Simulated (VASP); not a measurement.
Crystal: Zn.

```
Zn
1.0
    -1.56085    1.56085    1.56085
     1.56085   -1.56085    1.56085
     1.56085    1.56085   -1.56085
Zn
1
Direct
  0.00000 0.00000 0.00000
```

```yaml
Program: VASP 6.6.1
Task: relaxation of cell and atoms
Functional: BLYP
Potentials_or_basis: VASP PAW PBE potentials, release 64 (Zn)
Cutoff: 600 eV
k_mesh: 14 × 14 × 14
Occupations: fermi-dirac, width 0.1 eV
Spin: no spin polarisation
```

At the start: pressure 7.2 GPa; volume 15.21 Å³/atom.

Q: Where does the relaxation end?

A: Over 4 steps the energy falls by 42.3 meV/atom and the volume is 17.44 Å³/atom (+14.7 %); space group Im-3m (No. 229, to 0.05 Å).

The path:
```tsv
step	energy change (eV)	largest force (eV/Å)	pressure (GPa)	volume (Å³)
1	0.0000	0.0000	7.15	15.21
2	-0.0391	0.0000	1.52	16.75
3	-0.0422	0.0000	-0.16	17.52
4	-0.0423	0.0000	0.04	17.44
```

Final structure:
```
Zn
1.0
    -1.63378    1.63378    1.63378
     1.63378   -1.63378    1.63378
     1.63378    1.63378   -1.63378
Zn
1
Cartesian
  0.0000 0.0000 0.0000
```

Caveat: the PAW data sets were made with another functional, which shifts forces and pressure a little.
